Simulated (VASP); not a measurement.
Input of a VASP 6.6.1 run:

The input INCAR:

```
SYSTEM = KF
PREC     = Accurate       ! precision mode
ENCUT    = 520            ! plane-wave cutoff, eV
EDIFF    = 1E-6           ! SCF threshold, eV
ISMEAR   = 0              ! smearing method
SIGMA    = 0.05           ! smearing width, eV
LREAL    = .FALSE.        ! projectors in reciprocal space
LASPH    = .TRUE.         ! aspherical terms in the spheres
NELM     = 150            ! most SCF steps
ALGO     = Normal         ! electronic algorithm
ISIF     = 2              ! what is computed and relaxed
LWAVE    = .FALSE.        ! write WAVECAR
LCHARG   = .FALSE.        ! write CHGCAR
ISPIN    = 2              ! spin polarisation
MAGMOM   = 0.5 0.5        ! initial moments
LORBIT   = 11             ! projections on sites
GGA      = PE             ! functional
NBANDS   = 19             ! bands
```

The input KPOINTS:

```
Automatic mesh
0
G
  1 1 13
  0 0 0
```

Contents of POSCAR:

```
KF
1.0
    9.0000000000      0.0000000000      0.0000000000
    0.0000000000      9.3000000000      0.0000000000
    0.0000000000      0.0000000000      4.8768595722
K F
1 1
Direct
    0.5000000000      0.5000000000      0.0000000000
    0.5000000000      0.5000000000      0.5000000000
```

Potentials or basis: VASP PAW PBE potentials, release 64 (K_sv, F).

The run is started by

```bash
$ cat potpaw_PBE.64/K_sv/POTCAR potpaw_PBE.64/F/POTCAR > POTCAR
$ mpirun -np 1 vasp_std > vasp.out
```

Problem. Predict the band gap on the k mesh.

Solution. 4.27 eV.

Problem. Predict the net moment.

Solution. 0.00 μB per cell.
